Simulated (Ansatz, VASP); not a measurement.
**Os: VASP beside Ansatz**

```
Os
1.0
     3.87627    0.00000    0.00000
    -1.93814    3.35695    0.00000
     0.00000    0.00000    6.59808
Os
4
Direct
  0.33333 0.66667 0.43692
  0.66667 0.33333 0.93692
  0.66667 0.33333 0.56308
  0.33333 0.66667 0.06308
```

Alike in both runs: functional PBE; k mesh 6 × 6 × 4; occupations gaussian, width 0.1 eV; no spin polarisation.

Ansatz relaxed the structure, and its values are those at the end. VASP's run is a single point on that final structure, the one shown.

```csv
,VASP,Ansatz
version,VASP 6.6.1,Ansatz 0.2.0
potentials or method,"VASP PAW PBE potentials, release 64 (Os), cutoff 520 eV","scalar-relativistic, plane waves, PAW"
valence electrons in the cell,32,64
```

Ansatz gave:

| Property | Result |
| --- | --- |
| gap on the k mesh at the Fermi level (eV) | none |
| pressure (GPa) | 0.0 |
| rms of the force components (eV/Å) | 0.002 |

Q: What did VASP give for the same quantities?

A: gap on the k mesh at the Fermi level (eV): none; pressure (GPa): -1.1; rms of the force components (eV/Å): 0.024.

A gap of «none» marks a metal or a gap that the smearing closes. The functional is the same, so the differences come from potentials, cutoffs and numerics. VASP's potentials hold 32 valence electrons a cell and Ansatz's 64, so a difference there can come from the potentials and not from the codes.

Neither program's run includes spin-orbit coupling.
